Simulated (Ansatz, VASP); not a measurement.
# Au: VASP beside Ansatz

File POSCAR:

```
Au
1.0
   -1.6786301820      1.6786301820      1.7195723815
    1.6786301820     -1.6786301820      1.7195723815
    1.6786301820      1.6786301820     -1.7195723815
Au
1
Direct
    0.0000000000      0.0000000000      0.0000000000
```

Contents of INCAR.step1:

```
SYSTEM = Au
ALGO = Normal
EDIFF = 1E-4
ENCUT = 520
GGA = PE
ISMEAR = 0
LASPH = .True.
LCHARG = .False.
LREAL = .False.
LWAVE = .True.
NBANDS = 12
NELM = 60
PREC = Accurate
SIGMA = 0.15
```

Contents of INCAR.step2:

```
SYSTEM = Au
ALGO = Normal
EDIFF = 1E-6
ENCUT = 520
ISIF = 2
ISMEAR = 0
ISTART = 1
LASPH = .True.
LCHARG = .False.
LMIXTAU = .True.
LREAL = .False.
LWAVE = .False.
METAGGA = R2SCAN
NBANDS = 12
NELM = 60
PREC = Accurate
SIGMA = 0.15
```

Contents of KPOINTS:

```
k-points
0
Gamma
  26 26 26
  0 0 0
```

Input for Ansatz:

```yaml
crystal:
  lattice:
    - [-1.678630182, 1.678630182, 1.7195723815]
    - [1.678630182, -1.678630182, 1.7195723815]
    - [1.678630182, 1.678630182, -1.7195723815]
  atoms:
    - { symbol: Au, position: [0.0, 0.0, 0.0] }
basis:
  ecutwfc: 500
kpoints:
  mp_grid: { grid: [26, 26, 26] }
hamiltonian:
  xc: r2scan
scf:
  occupations: { method: gaussian, width: 0.15 }
output:
  forces: true
  stress: true
  eigenvalues: true
```

Change from the starting cell: strain +0.025 along x and y, +0.050 along z, atoms carried along.

Alike in both runs: task single point; functional r2SCAN; k mesh 26 × 26 × 26; occupations gaussian, width 0.15 eV; no spin polarisation.

```csv
,VASP,Ansatz
version,VASP 6.6.1,Ansatz 0.2.0
potentials or method,"VASP PAW PBE potentials, release 64 (Au), cutoff 520 eV","scalar-relativistic, plane waves, PAW"
valence electrons in the cell,11,19
```

Ansatz gave:

- gap on the k mesh at the Fermi level (eV): none
- pressure (GPa): -10.9
- traceless stress, the component that is largest in VASP (GPa): 0.17

What did VASP give for the same quantities?

gap on the k mesh at the Fermi level (eV): none; pressure (GPa): -10.7; traceless stress, the component that is largest in VASP (GPa): 0.17.

VASP's potentials were made for PBE, not for r2SCAN. A gap of «none» marks a metal or a gap that the smearing closes. VASP's potentials hold 11 valence electrons a cell and Ansatz's 19, so a difference there can come from the potentials and not from the codes.

Spin-orbit coupling is off throughout.
